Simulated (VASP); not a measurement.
LiF: single point with PBE

Crystal: LiF.

```
CELL_PARAMETERS angstrom
0.00000 1.97372 2.01400
1.97372 0.00000 2.01400
1.97372 1.97372 0.00000
ATOMIC_POSITIONS crystal
Li 0.00000 0.00000 0.00000
F 0.50000 0.50000 0.50000
```

This cell differs from its parent crystal: equal xx and yy strain of -2 %.

```yaml
Program: VASP 6.6.1
Task: single point
Functional: PBE
Potentials_or_basis: VASP PAW PBE potentials, release 64 (Li_sv, F)
Cutoff: 520 eV
k_mesh: 10 × 10 × 10
Occupations: fermi-dirac, width 0.03 eV
Spin: no spin polarisation
```

```yaml
Band_gap_on_the_k_mesh: 9.43 eV, direct
```

Levels at points of the mesh, in eV from the valence-band top:
| k point | band 1 | band 2 | band 3 | band 4 | band 5 | band 6 | band 7 | band 8 | band 9 | band 10 |
| --- | --- | --- | --- | --- | --- | --- | --- | --- | --- | --- |
| (0.00, 0.00, 0.00) | -40.86 | -20.12 | -0.05 | -0.05 | 0.00 | 9.43 | 24.16 | 24.58 | 24.64 | 24.64 |
| (0.50, 0.00, 0.00) | -40.79 | -19.65 | -2.67 | -0.29 | -0.25 | 10.96 | 17.20 | 19.01 | 19.38 | 31.02 |
| (0.50, 0.50, 0.00) | -40.78 | -19.38 | -3.23 | -1.05 | -1.05 | 14.92 | 16.82 | 17.90 | 20.89 | 20.89 |
| (0.50, 0.00, 0.50) | -40.77 | -19.35 | -3.21 | -1.18 | -1.04 | 15.30 | 16.55 | 17.93 | 20.43 | 20.76 |

Wall time 8.9 s on 1 thread of Intel(R) Xeon(R) 6975P-C (Granite Rapids), with other jobs on the host, peak memory 0.14 GiB.

Caveat: the cell differs from its parent crystal (equal xx and yy strain of -2 %). A k mesh can miss the band edges.
